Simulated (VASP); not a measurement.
Crystal: Si2Ni.

```
CELL_PARAMETERS angstrom
0.00000 2.82724 2.82724
2.82724 0.00000 2.82724
2.82724 2.82724 0.00000
ATOMIC_POSITIONS crystal
Si 0.25000 0.25000 0.25000
Si 0.75000 0.75000 0.75000
Ni 0.00000 0.00000 0.00000
```

Base run:

```yaml
Program: VASP 6.6.1
Functional: LDA
Potentials_or_basis: VASP PAW LDA potentials, release 64 (Si, Ni)
Cutoff: 520 eV
k_mesh: 14 × 14 × 14
Occupations: gaussian, width 0.15 eV
Spin: collinear spin, ferromagnetic start
Starting_moments: "[0.0, 0.0, 0.375] μB"
Fixed_moment: 0.375 μB
```

Its results: pressure -18.5 GPa; site moments Si +0.04; Ni +0.19 μB.

The run is repeated on the same cell with these changes: fixed moment from 0.375 μB to 0.625 μB; moments at the start from [0.0, 0.0, 0.38] to [0.0, 0.0, 0.62]. What comes out?

Pressure -17.8 GPa; site moments Si +0.07; Ni +0.30 μB.

Caveats: the total moment is fixed, so each spin has its own Fermi level.
